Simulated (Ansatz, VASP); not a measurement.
**CdS: VASP beside Ansatz**

Contents of INCAR:

```
PREC     = Accurate       # precision mode
ENCUT    = 520            # plane-wave cutoff, eV
EDIFF    = 1E-6           # SCF threshold, eV
ISMEAR   = 0              # smearing method
SIGMA    = 0.01           # smearing width, eV
LREAL    = F              # projectors in reciprocal space
LASPH    = T              # aspherical terms in the spheres
NELM     = 150            # most SCF steps
ALGO     = Normal         # electronic algorithm
ISIF     = 2              # what is computed and relaxed
LWAVE    = F              # write WAVECAR
LCHARG   = F              # write CHGCAR
MAGMOM   = 0 0 0 0 0 0    # initial moments
LORBIT   = 11             # projections on sites
LSORBIT  = T              # spin-orbit coupling
GGA_COMPAT= F            
LORBMOM  = T            
GGA      = PS             # functional
NBANDS   = 30             # bands
```

KPOINTS

```
regular mesh
0
Gamma
  6 6 6
```

The input POSCAR:

```
CdS
1.0
    0.0000000000      2.9122833951      2.9122833951
    2.9122833951      0.0000000000      2.9122833951
    2.9122833951      2.9122833951      0.0000000000
Cd S
1 1
Direct
   -0.0017168659     -0.0017168659     -0.0017168659
    0.7500000000      0.7500000000      0.7500000000
```

Input for Ansatz:

```yaml
crystal:
  lattice:
    - [0.0, 2.91228339506, 2.91228339506]
    - [2.91228339506, 0.0, 2.91228339506]
    - [2.91228339506, 2.91228339506, 0.0]
  atoms:
    - { symbol: Cd, position: [-0.001716865882, -0.001716865882, -0.001716865882] }
    - { symbol: S, position: [0.75, 0.75, 0.75] }
kpoints:
  mp_grid: { grid: [6, 6, 6] }
scf:
  occupations: { method: fixed }
  convergence: { dr2_threshold: 1.0e-10 }
hamiltonian:
  xc: pbesol
  pseudopotentials: { kind: all_electron, lapw: { basis_error: 0.0005 } }
magnetization:
  noncollinear: true
  spin_orbit: true
output:
  forces: true
  stress: true
  eigenstates:
    kpoints:
      - [0.0, 0.0, 0.0]
      - [0.5, 0.5, 0.0]
      - [0.5, 0.0, 0.5]
      - [0.0, 0.5, 0.5]
      - [0.0, 0.5, 0.0]
      - [0.5, 0.0, 0.0]
      - [0.0, 0.0, 0.5]
      - [0.5, 0.5, 0.5]
  eigenvalues: true
```

Change from the starting cell: atom 1 moved by [-0.01, -0.01, -0.01] A.

Alike in both runs: task single point; functional PBEsol; k mesh 6 × 6 × 6; non-collinear spin, spin-orbit coupling.

|  | VASP | Ansatz |
| --- | --- | --- |
| version | VASP 6.6.1 | Ansatz 0.2.0 |
| potentials or method | VASP PAW PBE potentials, release 64 (Cd, S), cutoff 520 eV | all-electron LAPW |
| occupations | gaussian, width 0.01 eV | fixed |

|  | VASP | Ansatz | Ansatz less VASP |
| --- | --- | --- | --- |
| pressure (GPa) | 0.4 | 0.0 | -0.39 |
| traceless stress, the component that is largest in VASP (GPa) | 0.22 | 0.21 | -0.009 |
| rms of the force components (eV/Å) | 0.053 | 0.052 | -0.0016 |

VASP's potentials were made for PBE, not for PBEsol. Atom by atom the forces differ by 0.002 eV/Å (rms over components). Ansatz ran all-electron here, and VASP with PAW potentials.
